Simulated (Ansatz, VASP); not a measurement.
TiO2: VASP beside Ansatz

The input INCAR:

```
SYSTEM = TiO2
PREC = Accurate
ENCUT = 520
EDIFF = 1E-6
ISMEAR = 0
SIGMA = 0.01
LREAL = .False.
LASPH = .True.
NELM = 100
ALGO = Normal
ISIF = 2
LWAVE = .False.
LCHARG = .False.
GGA = PE
NBANDS = 33
```

Contents of KPOINTS:

```
Automatic mesh
0
Gamma
  4 4 6
  0 0 0
```

Contents of POSCAR:

```
TiO2
1.0
    4.5301356351      0.0000000000      0.0000000000
    0.0000000000      4.5301356351      0.0000000000
    0.0000000000      0.0000000000      2.9174302354
Ti O
2 4
Direct
    0.0000000000      0.0000000000      0.0000000000
    0.5000000000      0.5000000000      0.5000000000
    0.3049600000      0.3049600000      0.0000000000
    0.1950400000      0.8049600000      0.5000000000
    0.6950400000      0.6950400000      0.0000000000
    0.8049600000      0.1950400000      0.5000000000
```

Input for Ansatz:

```yaml
crystal:
  lattice:
    - [4.530135635096154, 0.0, 0.0]
    - [0.0, 4.530135635096154, 0.0]
    - [0.0, 0.0, 2.9174302354499724]
  atoms:
    - { symbol: Ti, position: [0.0, 0.0, 0.0] }
    - { symbol: Ti, position: [0.5, 0.5, 0.5] }
    - { symbol: O, position: [0.30496, 0.30496, 0.0] }
    - { symbol: O, position: [0.19504, 0.80496, 0.5] }
    - { symbol: O, position: [0.69504, 0.69504, 0.0] }
    - { symbol: O, position: [0.80496, 0.19504, 0.5] }
basis:
  ecutwfc: 500.0
kpoints:
  mp_grid:
    grid: [4, 4, 6]
hamiltonian:
  xc: pbe
  pseudopotentials:
    kind: paw
scf:
  occupations:
    method: fixed
output:
  stress: true
```

Alike in both runs: task single point; functional PBE; k mesh 4 × 4 × 6; no spin polarisation.

```csv
,VASP,Ansatz
version,VASP 6.6.1,Ansatz 0.2.0
potentials or method,"VASP PAW PBE potentials, release 64 (Ti_sv, O), cutoff 520 eV","plane waves, PAW"
occupations,"gaussian, width 0.01 eV",fixed
valence electrons in the cell,48,48
```

Ansatz gave:

| Quantity | Value |
| --- | --- |
| pressure (GPa) | 16.5 |
| traceless stress, the component that is largest in VASP (GPa) | 1.38 |

Question: What did VASP give for the same quantities?

Answer: Pressure (GPa): 17.3; traceless stress, the component that is largest in VASP (GPa): 1.61.
